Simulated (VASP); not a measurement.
# TiO2 (P-3m1) in VASP: notebook

The runs below take TiO2 through relaxation of cell and atoms, with LDA.

All numbers are computed with VASP 6.6.1; they aren't measurements. Logs are shortened: lines on timing, memory, paths and dates and some standing lists are left out, and cuts for length are marked.

### 1 The cell of the first run

The structure is trigonal, space group P-3m1 (No. 164). The conventional cell has a = 2.880 Å, b = 2.880 Å, c = 4.608 Å, α = 90.00°, β = 90.00°, γ = 120.00°. Within 2.7 Å of Ti (site symmetry -3m) lie 6 O at 2.02 Å. Within 2.7 Å of O (site symmetry 3m) lie 3 Ti at 2.02 Å.

### 2 Relaxation of cell and atoms, LDA

Input file INCAR:

```
PREC = Accurate
ENCUT = 600
EDIFF = 1E-7
ISMEAR = 1
SIGMA = 0.02
LREAL = F
LASPH = T
NELM = 80
ALGO = Normal
ISIF = 3
LWAVE = F
LCHARG = F
GGA = CA
IBRION = 2
NSW = 60
EDIFFG = -0.01
```

Input file KPOINTS:

```
regular mesh
0
Gamma
  9 9 5
```

Input file POSCAR:

```
TiO2
1.0
    2.8800000000      0.0000000000      0.0000000000
   -1.4400000000      2.4941531629      0.0000000000
    0.0000000000      0.0000000000      4.6080000000
Ti O
1 2
Direct
    0.0000000000      0.0000000000      0.0000000000
    0.3333333333      0.6666666667      0.2500000000
    0.6666666667      0.3333333333      0.7500000000
```

Potentials or basis: VASP PAW LDA potentials, release 64 (Ti_sv, O).

Run with:

```sh
cat potpaw_LDA.64/Ti_sv/POTCAR potpaw_LDA.64/O/POTCAR > POTCAR
mpirun -np 1 vasp_std > vasp.out
```

OUTCAR:

```text
PREC = Accurate
   ENCUT = 600
   EDIFF = 1E-7
   ISMEAR = 1
   LREAL = F
   LASPH = T
   NELM = 80
   ISIF = 3
   GGA = CA
   IBRION = 2
   NSW = 60
   EDIFFG = -0.01

 ion  position               nearest neighbor table
   1  0.000  0.000  0.000-   2 2.02   3 2.02   3 2.02   2 2.02   3 2.02   2 2.02
   2  0.333  0.667  0.250-   1 2.02   1 2.02   1 2.02
   3  0.667  0.333  0.750-   1 2.02   1 2.02   1 2.02

  LATTYP: Found a hexagonal cell.
 ALAT       =     2.8800000000
 C/A-ratio  =     1.6000000000

  Lattice vectors:

 A1 = (   2.8800000000,   0.0000000000,   0.0000000000)
 A2 = (  -1.4400000000,   2.4941531629,   0.0000000000)
 A3 = (   0.0000000000,   0.0000000000,   4.6080000000)

Analysis of symmetry for initial positions (statically):
=====================================================================
 Subroutine PRICEL returns:
 Original cell was already a primitive cell.

 Routine SETGRP: Setting up the symmetry group for a
 hexagonal supercell.

 Subroutine GETGRP returns: Found 12 space group operations
 (whereof 12 operations were pure point group operations)
 out of a pool of 24 trial point group operations.

The static configuration has the point symmetry D_3d.

Analysis of symmetry for dynamics (positions and initial velocities):
=====================================================================
 Subroutine PRICEL returns:
 Original cell was already a primitive cell.

 Routine SETGRP: Setting up the symmetry group for a
 hexagonal supercell.

 Subroutine GETGRP returns: Found 12 space group operations
 (whereof 12 operations were pure point group operations)
 out of a pool of 24 trial point group operations.

The dynamic configuration has the point symmetry D_3d.

 Subroutine INISYM returns: Found 12 space group operations
 (whereof 12 operations are pure point group operations),
 and found     1 'primitive' translations

----------------------------------------------------------------------------------------

                                     Primitive cell

  volume of cell :      33.1000

  direct lattice vectors                    reciprocal lattice vectors
     2.880000000  0.000000000  0.000000000     0.347222222  0.200468843  0.000000000
    -1.440000000  2.494153163  0.000000000     0.000000000  0.400937687  0.000000000
     0.000000000  0.000000000  4.608000000     0.000000000  0.000000000  0.217013889

  length of vectors
     2.880000000  2.880000000  4.608000000     0.400937687  0.400937687  0.217013889

  position of ions in fractional coordinates (direct lattice)
     0.000000000  0.000000000  0.000000000
     0.333333333  0.666666667  0.250000000
     0.666666667  0.333333333  0.750000000

  ion indices of the primitive-cell ions
   primitive index   ion index
                 1           1
                 2           2
                 3           3

----------------------------------------------------------------------------------------

 KPOINTS: regular mesh

Automatic generation of k-mesh.
 Grid dimensions read from file:
 generate k-points for:    9    9    5

 Generating k-lattice:

  Cartesian coordinates                     Fractional coordinates (reciprocal lattice)
     0.038580247  0.022274316  0.000000000     0.111111111  0.000000000  0.000000000
     0.000000000  0.044548632  0.000000000     0.000000000  0.111111111  0.000000000
     0.000000000  0.000000000  0.043402778     0.000000000  0.000000000  0.200000000

  Length of vectors
     0.044548632  0.044548632  0.043402778

  Shift w.r.t. Gamma in fractional coordinates (k-lattice)
     0.000000000  0.000000000  0.000000000

 Subroutine IBZKPT returns following result:
 ===========================================

 Found     50 irreducible k-points:

 Following reciprocal coordinates:
            Coordinates               Weight
  0.000000  0.000000  0.000000      1.000000
  0.111111  0.000000  0.000000      6.000000
  0.222222  0.000000  0.000000      6.000000
  0.333333  0.000000  0.000000      6.000000
  0.444444  0.000000  0.000000      6.000000
  0.111111  0.111111  0.000000      6.000000
[... 16 lines left out ...]
  0.222222  0.111111  0.200000     12.000000
 -0.111111  0.333333  0.200000     12.000000
 [... further k-points ...]
   k-points           NKPTS =     50   k-points in BZ     NKDIM =     50   number of bands    NBANDS=     16
   number of dos      NEDOS =    301   number of ions     NIONS =      3
   total plane-waves  NPLWV =  23040
   dimension x,y,z NGX =    24 NGY =   24 NGZ =   40
   dimension x,y,z NGXF=    48 NGYF=   48 NGZF=   80
   ions per type =               1   2
   NGX,Y,Z   is equivalent  to a cutoff of  13.85, 13.85, 14.43 a.u.
   NGXF,Y,Z  is equivalent  to a cutoff of  27.71, 27.71, 28.86 a.u.
 SYSTEM =  unknown system
   PREC   = accura    normal or accurate (medium, high low for compatibility)
   ISTART =      0    job   : 0-new  1-cont  2-samecut
   ICHARG =      2    charge: 1-file 2-atom 10-const
   ISPIN  =      1    spin polarized calculation?
   LNONCOLLINEAR =      F non collinear calculations
   LSORBIT =      F    spin-orbit coupling
   LASPH  =      T    aspherical Exc in radial PAW
   ENCUT  =  600.0 eV  44.10 Ry    6.64 a.u.   5.75  5.75  9.20*2*pi/ulx,y,z
   NELM   =     80;   NELMIN=  2; NELMDL= -5     # of ELM steps
   EDIFF  = 0.1E-06   stopping-criterion for ELM
   LREAL  =      F    real-space projection
   EDIFFG = -.1E-01   stopping-criterion for IOM
   NSW    =     60    number of steps for IOM
   IBRION =      2    ionic relax: 0-MD 1-quasi-New 2-CG
   NFREE  =      1    steps in history (QN), initial steepest desc. (CG)
   ISIF   =      3    stress and relaxation
   ISYM   =      2    0-nonsym 1-usesym 2-fastsym
   POTIM  = 0.5000    time-step for ionic-motion
   TEBEG  =    0.0;   TEEND  =   0.0 temperature during run
   PSTRESS=    0.0 pullay stress
   NELECT =      24.0000    total number of electrons
   NUPDOWN=      -1.0000    fix difference up-down
   EMIN   =  10.00;   EMAX   =-10.00  energy-range for DOS
   EFERMI =   0.00;   METHOD = LEGACY
   ISMEAR =     1;   SIGMA  =   0.02  broadening in eV -4-tet -1-fermi 0-gaus
   EFERMI_NEDOS =   21; number of points for ismear=-14 and -15
   IALGO  =     38    algorithm
   IMIX   =      4    mixing-type and parameters
     AMIX     =   0.40;   BMIX     =  1.00
     AMIX_MAG =   1.60;   BMIX_MAG =  1.00
  volume/ion in A,a.u.               =      11.03        74.46
  Fermi-wavevector in a.u.,A,eV,Ry     =   1.470740  2.779295 29.430435  2.163076
  Thomas-Fermi vector in A             =   2.585960
   LORBIT       =      0    0 simple, 1 ext, 2 COOP (PROOUT), +10 PAW based schemes
   GGA     = CA    functional components
   LHFCALC =     F    Hartree Fock is set to
   AEXX    =    0.0000 exact exchange contribution
   IVDW    =     0    specifies the selected vdW correction
   LEPSILON=     F    determine dielectric tensor
   LRPA    =     F    only Hartree local field effects (RPA)
 conjugate gradient relaxation of ions
 non-spin polarized calculation
 Methfessel and Paxton  Order N= 1 SIGMA  =   0.02
  energy-cutoff  :      600.00
  volume of cell :       33.10
 maximum number of plane-waves:      1120
 NGX is ok and might be reduce to    24
   NGX = 11   NGY = 11   NGZ = 19

--------------------------------------- Ionic step        1  -------------------------------------------

 number of electron      23.9999993 magnetization

 Free energy of the ion-electron system (eV)
  ---------------------------------------------------
  ext. energy  EPLUGINS =         0.00000000
  ---------------------------------------------------
  free energy    TOTEN  =       -28.24229805 eV

  energy without entropy =      -28.24229805  energy(sigma->0) =      -28.24229805

------------------------ aborting loop because EDIFF is reached ----------------------------------------

  FORCE on cell =-STRESS in cart. coord.  units (eV):
  Direction    XX          YY          ZZ          XY          YZ          ZX
  --------------------------------------------------------------------------------------
  -------------------------------------------------------------------------------------
  Total       -1.3057875     -1.3057875     -7.5062894      0.0000000      0.0000000      0.0000000
  in kB      -63.2055216    -63.2055216   -363.3354796      0.0000000      0.0000000      0.0000000
  external PRESSURE =    -163.2488410 kB  Pullay stress =       0.0000000 kB
[... 92 lines left out ...]
  FREE ENERGIE OF THE ION-ELECTRON SYSTEM (eV)
  ---------------------------------------------------
  free  energy   TOTEN  =       -28.7679752277 eV

  energy  without entropy=      -28.7679752277  energy(sigma->0) =      -28.76797523

[... ionic steps 4 to 13 ...]

--------------------------------------- Ionic step       14  -------------------------------------------

 number of electron      23.9999991 magnetization

------------------------ aborting loop because EDIFF is reached ----------------------------------------

  FORCE on cell =-STRESS in cart. coord.  units (eV):
  Direction    XX          YY          ZZ          XY          YZ          ZX
  --------------------------------------------------------------------------------------
  -------------------------------------------------------------------------------------
  Total       -0.0110128     -0.0110128      0.0042533      0.0000000     -0.0000000      0.0000000
  in kB       -0.5275527     -0.5275527      0.2037471      0.0000000     -0.0000000      0.0000000
  external PRESSURE =      -0.2837861 kB  Pullay stress =       0.0000000 kB
[... 59 lines left out ...]
  energy  without entropy=      -28.8958967763  energy(sigma->0) =      -28.89589678

--------------------------------------- Ionic step       16  -------------------------------------------

 number of electron      23.9999991 magnetization

 Free energy of the ion-electron system (eV)
  ---------------------------------------------------
  ext. energy  EPLUGINS =         0.00000000
  ---------------------------------------------------
  free energy    TOTEN  =       -28.89589600 eV

  energy without entropy =      -28.89589600  energy(sigma->0) =      -28.89589600

 E-fermi :   3.3112     XC(G=0): -11.4185

 val. band max:        3.1590678347   @ k =   0.1111   0.1111   0.0000
 cond. band min:       5.6750777153   @ k =   0.0000   0.0000   0.4000
 fundamental gap:      2.5160098806
 Fermi energy:         3.3112404635

 k-point     1 :       0.0000    0.0000    0.0000
  band No.  band energies     occupation
      1     -52.5402      2.00000
      2     -29.2120      2.00000
      3     -28.9042      2.00000
      4     -28.9042      2.00000
      5     -14.4808      2.00000
      6     -12.2526      2.00000
[... 8 lines left out ...]
     15       7.5157      0.00000
     16      10.1500      0.00000
[... 420 lines left out ...]
  band No.  band energies     occupation
      1     -52.4797      2.00000
      2     -29.3510      2.00000
      3     -29.1116      2.00000
      4     -29.0186      2.00000
      5     -13.4744      2.00000
      6     -12.7971      2.00000
[... 8 lines left out ...]
     15       7.1230      0.00000
     16       9.2388      0.00000

 [... further k-points ...]

------------------------ aborting loop because EDIFF is reached ----------------------------------------

  FORCE on cell =-STRESS in cart. coord.  units (eV):
  Direction    XX          YY          ZZ          XY          YZ          ZX
  --------------------------------------------------------------------------------------
  -------------------------------------------------------------------------------------
  Total       -0.0154916     -0.0154916     -0.0043959      0.0000000     -0.0000000      0.0000000
  in kB       -0.7418877     -0.7418877     -0.2105187      0.0000000     -0.0000000      0.0000000
  external PRESSURE =      -0.5647647 kB  Pullay stress =       0.0000000 kB
[... 18 lines left out ...]
  FREE ENERGIE OF THE ION-ELECTRON SYSTEM (eV)
  ---------------------------------------------------
  free  energy   TOTEN  =       -28.8958959966 eV

  energy  without entropy=      -28.8958959966  energy(sigma->0) =      -28.89589600

 reached required accuracy - stopping structural energy minimisation
```

Wall time 8 min (1 thread of Intel Xeon 8259CL, shared host); peak memory 0.17 GiB.

Results:

- Free energy: -28.8959 eV
- Relaxed volume: 11.15 Å³/atom
- Relaxed cell: a = 2.941 Å, b = 2.941 Å, c = 4.466 Å, α = 90.00°, β = 90.00°, γ = 120.00°
- Space group after relaxing (to 0.1 Å): P-3m1 (No. 164)
- Energy gained by relaxing: 217.9 meV/atom
- Ionic steps: 16
- Pressure after relaxing: -0.1 GPa
- Largest force after relaxing: 0.009 eV/Å
- Band gap on the k mesh: 2.52 eV (least direct gap 2.68 eV)

Forces in eV/Å, atoms in the order of the input:
```
Ti   0.000  0.000  0.000
O    0.000  0.000  0.009
O    0.000  0.000 -0.009
```

The path:
| step | energy change (eV) | largest force (eV/Å) | pressure (GPa) | volume (Å³) |
| --- | --- | --- | --- | --- |
| 1 | 0.0000 | 3.3755 | -16.32 | 33.10 |
| 2 | 0.0481 | 3.4692 | 51.39 | 27.90 |
| 3 | -0.5257 | 0.6080 | 8.57 | 30.44 |
| 4 | -0.5281 | 0.4009 | 10.56 | 30.28 |
| 5 | -0.6315 | 0.2795 | -3.45 | 32.29 |
| 6 | -0.6383 | 0.3058 | -0.86 | 31.87 |
| 7 | -0.6416 | 0.0745 | 1.95 | 31.81 |
| 8 | -0.6420 | 0.0189 | 1.28 | 31.82 |
| 9 | -0.6455 | 0.0082 | 0.58 | 32.12 |
| 10 | -0.6492 | 0.0198 | -1.21 | 33.01 |
| 11 | -0.6514 | 0.0687 | -0.40 | 33.09 |
| 12 | -0.6525 | 0.1461 | 0.88 | 33.21 |
| 13 | -0.6536 | 0.0366 | 0.12 | 33.41 |
| 14 | -0.6536 | 0.0142 | -0.03 | 33.45 |
| 15 | -0.6536 | 0.0114 | -0.04 | 33.45 |
| 16 | -0.6536 | 0.0087 | -0.06 | 33.46 |

Final structure:
```cif
data_structure
_symmetry_space_group_name_H-M 'P 1'
_symmetry_Int_Tables_number 1
_cell_length_a 2.9410
_cell_length_b 2.9410
_cell_length_c 4.4662
_cell_angle_alpha 90.000
_cell_angle_beta 90.000
_cell_angle_gamma 120.000
_cell_volume 33.46
loop_
_atom_site_label
_atom_site_type_symbol
_atom_site_fract_x
_atom_site_fract_y
_atom_site_fract_z
_atom_site_occupancy
Ti1 Ti 0.00000 0.00000 0.00000 1
O1 O 0.33333 0.66667 0.21331 1
O2 O 0.66667 0.33333 0.78669 1
```

Levels at points of the mesh, in eV from the valence-band top:
```tsv
k point	band 9	band 10	band 11	band 12	band 13	band 14	band 15	band 16
(0.00, 0.00, 0.00)	-4.08	-0.36	-0.36	-0.14	2.54	2.54	4.36	6.99
```

A k mesh can miss the band edges.

### 3 Relaxation of cell and atoms, LDA, target pressure 5 GPa, at which the enthalpy is minimised

Input file INCAR:

```
SYSTEM = TiO2
ALGO = Normal ; EDIFF = 1E-6
EDIFFG = -0.01 ; ENCUT = 600
IBRION = 2 ; ISIF = 3
ISMEAR = 1 ; LASPH = .True.
LCHARG = .False. ; LREAL = .False.
LWAVE = .False. ; NELM = 80
NSW = 60 ; PREC = Accurate
PSTRESS = 50.0 ; SIGMA = 0.02
```

Input file KPOINTS:

```
k-points
0
Gamma
  9 9 5
  0 0 0
```

POSCAR is that of step 2.

Potentials or basis: VASP PAW LDA potentials, release 64 (Ti_sv, O).

Run with:

```sh
cat potpaw_LDA.64/Ti_sv/POTCAR potpaw_LDA.64/O/POTCAR > POTCAR
mpirun -np 1 vasp_std > vasp.out
```

It took 5.8 min on 1 thread of Intel Xeon 8259CL, shared host; peak memory 0.17 GiB.

It converged, with:

```yaml
Free_energy: -28.8629 eV
Relaxed_volume: 10.27 Å³/atom
Relaxed_cell: a = 2.920 Å, b = 2.920 Å, c = 4.172 Å, α = 90.00°, β = 90.00°, γ = 120.00°
Space_group_after_relaxing_to_0.1_Å: P-3m1 (No. 164)
Energy_change_on_relaxing_the_run_minimises_the_enthalpy: -206.9 meV/atom
Ionic_steps: 16
Pressure_after_relaxing: 5.0 GPa
Band_gap_on_the_k_mesh: 2.37 eV (least direct gap 2.42 eV)
```

Step by step:
| step | energy change (eV) | largest force (eV/Å) | pressure (GPa) | volume (Å³) |
| --- | --- | --- | --- | --- |
| 1 | 0.0000 | 3.3755 | -16.31 | 33.10 |
| 2 | 0.6139 | 4.7809 | 76.20 | 26.45 |
| 3 | -0.4731 | 0.6386 | 11.34 | 29.99 |
| 4 | -0.4709 | 0.3959 | 13.95 | 29.79 |
| 5 | -0.6302 | 0.1326 | 1.78 | 31.27 |
| 6 | -0.6265 | 0.1696 | 3.22 | 31.06 |
| 7 | -0.6155 | 0.2404 | 7.10 | 30.73 |
| 8 | -0.6236 | 0.0131 | 4.96 | 30.91 |
| 9 | -0.6235 | 0.0174 | 4.96 | 30.91 |
| 10 | -0.6234 | 0.0213 | 4.98 | 30.90 |
| 11 | -0.6230 | 0.0191 | 4.96 | 30.89 |
| 12 | -0.6219 | 0.0131 | 4.87 | 30.85 |
| 13 | -0.6206 | 0.0130 | 5.08 | 30.81 |
| 14 | -0.6206 | 0.0128 | 5.10 | 30.81 |
| 15 | -0.6207 | 0.0125 | 4.94 | 30.81 |
| 16 | -0.6206 | 0.0002 | 4.99 | 30.81 |

Final structure:
```xyz
3
Lattice="2.9202 0.0000 0.0000 -1.4601 2.5290 0.0000 0.0000 0.0000 4.1720" Properties=species:S:1:pos:R:3 pbc="T T T"
Ti    0.0000    0.0000    0.0000
O     0.0000    1.6860    0.9552
O     1.4601    0.8430    3.2168
```

Levels at points of the mesh, in eV from the valence-band top:
```
           k point  band 10  band 11  band 12  band 13  band 14  band 15
(0.00, 0.00, 0.00)    -0.51    -0.51     0.00     2.42     2.42     4.23
```

Caveat: the cell is relaxed towards a set pressure, so the run minimises the enthalpy, not the energy. A k mesh can miss the band edges.
